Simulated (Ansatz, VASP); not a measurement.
**NaF: VASP beside Ansatz**

POSCAR

```
NaF
1.0
    0.0000000000      2.2971680842      2.2971680842
    2.4120264884      0.0000000000      2.2971680842
    2.4120264884      2.2971680842      0.0000000000
Na F
1 1
Direct
    0.0000000000      0.0000000000      0.0000000000
    0.5000000000      0.5000000000      0.5000000000
```

Contents of INCAR.step1:

```
SYSTEM = NaF
  PREC = Accurate
  ENCUT = 520
  ISMEAR = 0
  SIGMA = 0.01
  LREAL = .False.
  LASPH = .True.
  NELM = 60
  NBANDS = 14
  GGA = PE
  ALGO = Normal
  EDIFF = 1E-4
  LWAVE = .True.
  LCHARG = .False.
```

Contents of INCAR.step2:

```
SYSTEM = NaF
  PREC = Accurate
  ENCUT = 520
  EDIFF = 1E-6
  ISMEAR = 0
  SIGMA = 0.01
  LREAL = .False.
  LASPH = .True.
  NELM = 60
  ALGO = Normal
  ISIF = 2
  LWAVE = .False.
  LCHARG = .True.
  METAGGA = R2SCAN
  LMIXTAU = .True.
  LELF = .True.
  LVHAR = .True.
  NBANDS = 14
  ISTART = 1
```

The input KPOINTS:

```
regular mesh
0
Gamma
  10 10 10
  0 0 0
```

Input for Ansatz:

```yaml
crystal:
  lattice:
    - [0.0, 2.2971680842, 2.2971680842]
    - [2.4120264884, 0.0, 2.2971680842]
    - [2.4120264884, 2.2971680842, 0.0]
  atoms:
    - { symbol: Na, position: [0.0, 0.0, 0.0] }
    - { symbol: F, position: [0.5, 0.5, 0.5] }
kpoints:
  mp_grid: { grid: [10, 10, 10] }
  band_path:
    path:
      - [0.0, 0.0, 0.0]
      - [0.5, 0.0, 0.5]
      - [0.625, 0.25, 0.625]
      - [0.375, 0.375, 0.75]
      - [0.5, 0.5, 0.5]
      - [0.5, 0.25, 0.75]
    npoints: 1
hamiltonian:
  xc: r2scan
scf:
  occupations: { method: fixed }
  n_extra_bands: 4
output:
  forces: true
  stress: true
  eigenvalues: true
```

Change from the starting cell: uniaxial_x strain +5.0%.

Alike in both runs: task single point; functional r2SCAN; k mesh 10 × 10 × 10; no spin polarisation.

|  | VASP | Ansatz |
| --- | --- | --- |
| version | VASP 6.6.1 | Ansatz 0.2.0 |
| potentials or method | VASP PAW PBE potentials, release 64 (Na_pv, F) | plane waves, PAW |
| plane-wave cutoff (eV) | 520 | 500 |
| occupations | gaussian, width 0.01 eV | fixed |
| valence electrons in the cell | 14 | 16 |

|  | VASP | Ansatz | Ansatz less VASP |
| --- | --- | --- | --- |
| gap on the k mesh at the Fermi level (eV) | 7.04 | 7.00 | -0.034 |
| pressure (GPa) | -2.6 | -2.1 | +0.52 |
| traceless stress, the component that is largest in VASP (GPa) | -2.28 | -2.17 | +0.112 |

VASP's potentials were made for PBE, not for r2SCAN. VASP's potentials hold 14 valence electrons a cell and Ansatz's 16, so a difference there can come from the potentials and not from the codes.
